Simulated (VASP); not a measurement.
Set up this calculation in VASP 6.6.1, as the native input.

```
Task                   : single point
Functional             : LDA
Potentials or basis    : VASP PAW LDA potentials, release 64 (Ga_d, N)
Cutoff                 : 520 eV
k mesh                 : 8 × 8 × 4
Occupations            : gaussian, width 0.01 eV
Spin                   : no spin polarisation
Dipole correction      : no
Further INCAR settings : ALGO = Normal; EDIFF = 1e-06; NBANDS = 26
```

The structure of GaN lies in POSCAR:

```
GaN
1.0
    3.1675736490      0.0000000000      0.0000000000
   -1.5837868245      2.7431992484      0.0000000000
    0.0000000000      0.0000000000      5.1229826010
Ga N
2 2
Direct
    0.3333333333      0.6666666667     -0.0007042242
    0.6666666667      0.3333333333      0.4992957758
    0.3333333333      0.6666666667      0.3757042242
    0.6666666667      0.3333333333      0.8757042242
```

This cell differs from its parent crystal: in-plane strain +0.005.

The input as run:

INCAR

```
SYSTEM = GaN
PREC = Accurate ; ENCUT = 520
EDIFF = 1E-6 ; ISMEAR = 0
SIGMA = 0.01 ; LREAL = .False.
LASPH = .True. ; NELM = 80
ALGO = Normal ; ISIF = 2
LWAVE = .False. ; LCHARG = .False.
GGA = CA ; NBANDS = 26
```

KPOINTS

```
regular mesh
0
Gamma
  8 8 4
  0 0 0
```

Potentials or basis: VASP PAW LDA potentials, release 64 (Ga_d, N).

Run with:

```sh
$ cat potpaw_LDA.64/Ga_d/POTCAR potpaw_LDA.64/N/POTCAR > POTCAR
$ mpirun -np 1 vasp_std > vasp.out
```

It gave:

| Property | Result |
| --- | --- |
| Pressure | -0.3 GPa |
| Largest force | 0.089 eV/Å |
| Band gap on the k mesh | 2.12 eV, direct |

Caveat: the cell differs from its parent crystal (in-plane strain +0.005).

It took 41 s on 1 thread of Intel(R) Xeon(R) Platinum 8259CL CPU @ 2.50GHz (Skylake/Cascade Lake) (shared host), peak memory 0.15 GiB.
